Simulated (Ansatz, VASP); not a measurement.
## One calculation of LiH, two programs

The input POSCAR:

```
LiH
1.0
    3.2454110982      0.0000000000      0.0000000000
   -1.6227055491      2.8196312768      0.0000000000
    0.0000000000      0.0000000000      4.0684421498
Li H
2 2
Direct
    0.3334186514      0.6668373028     -0.0625000000
    0.6665813486      0.3331626972      0.4375000000
    0.3336502114      0.6673004228      0.4375000000
    0.6663497886      0.3326995772      0.9375000000
```

The input INCAR.step1:

```
SYSTEM = LiH
PREC     = Accurate       ! precision mode
ENCUT    = 520            ! plane-wave cutoff, eV
ISMEAR   = 0              ! smearing method
SIGMA    = 0.01           ! smearing width, eV
LREAL    = .False.        ! projectors in reciprocal space
LASPH    = .True.         ! aspherical terms in the spheres
NELM     = 60             ! most SCF steps
NBANDS   = 12             ! bands
GGA      = PE             ! functional
ALGO     = Normal         ! electronic algorithm
EDIFF    = 1E-4           ! SCF threshold, eV
LWAVE    = .True.         ! write WAVECAR
LCHARG   = .False.        ! write CHGCAR
```

Contents of INCAR.step2:

```
SYSTEM = LiH
PREC     = Accurate       ! precision mode
ENCUT    = 520            ! plane-wave cutoff, eV
EDIFF    = 1E-6           ! SCF threshold, eV
ISMEAR   = 0              ! smearing method
SIGMA    = 0.01           ! smearing width, eV
LREAL    = .False.        ! projectors in reciprocal space
LASPH    = .True.         ! aspherical terms in the spheres
NELM     = 60             ! most SCF steps
ALGO     = Normal         ! electronic algorithm
ISIF     = 2              ! what is computed and relaxed
LWAVE    = .False.        ! write WAVECAR
LCHARG   = .False.        ! write CHGCAR
METAGGA  = R2SCAN         ! meta-GGA
LMIXTAU  = .True.       
NBANDS   = 12             ! bands
ISTART   = 1
```

Contents of KPOINTS:

```
Automatic mesh
0
Gamma
  12 12 6
  0 0 0
```

Input for Ansatz:

```yaml
crystal:
  lattice:
    - [3.2454110982, 0.0, 0.0]
    - [-1.6227055491, 2.8196312768, 0.0]
    - [0.0, 0.0, 4.0684421498]
  atoms:
    - { symbol: Li, position: [0.3334186514, 0.6668373028, -0.0625] }
    - { symbol: Li, position: [0.6665813486, 0.3331626972, 0.4375] }
    - { symbol: H, position: [0.3336502114, 0.6673004228, 0.4375] }
    - { symbol: H, position: [0.6663497886, 0.3326995772, 0.9375] }
kpoints:
  mp_grid: { grid: [12, 12, 6] }
  band_path:
    path:
      - [0.0, 0.0, 0.0]
      - [0.5, 0.0, 0.0]
      - [0.3333333333, 0.3333333333, 0.0]
      - [0.0, 0.0, 0.5]
      - [0.5, 0.0, 0.5]
      - [0.3333333333, 0.3333333333, 0.5]
    npoints: 1
hamiltonian:
  xc: r2scan
scf:
  occupations: { method: fixed }
  n_extra_bands: 5
output:
  forces: true
  stress: true
  eigenvalues: true
```

Change from the starting cell: uniaxial_x strain -0.3%.

Alike in both runs: task single point; functional r2SCAN; k mesh 12 × 12 × 6; no spin polarisation.

|  | VASP | Ansatz |
| --- | --- | --- |
| version | VASP 6.6.1 | Ansatz 0.2.0 |
| potentials or method | VASP PAW PBE potentials, release 64 (Li_sv, H) | plane waves, PAW |
| plane-wave cutoff (eV) | 520 | 500 |
| occupations | gaussian, width 0.01 eV | fixed |
| valence electrons in the cell | 8 | 8 |

Ansatz gave:

- gap on the k mesh at the Fermi level (eV): 2.35

Problem. Which values does VASP return?

Solution. gap on the k mesh at the Fermi level (eV): 2.30.

VASP's potentials were made for PBE, not for r2SCAN.

Noted on VASP's run: the cutoff is short for stress, so the pressure is rough.
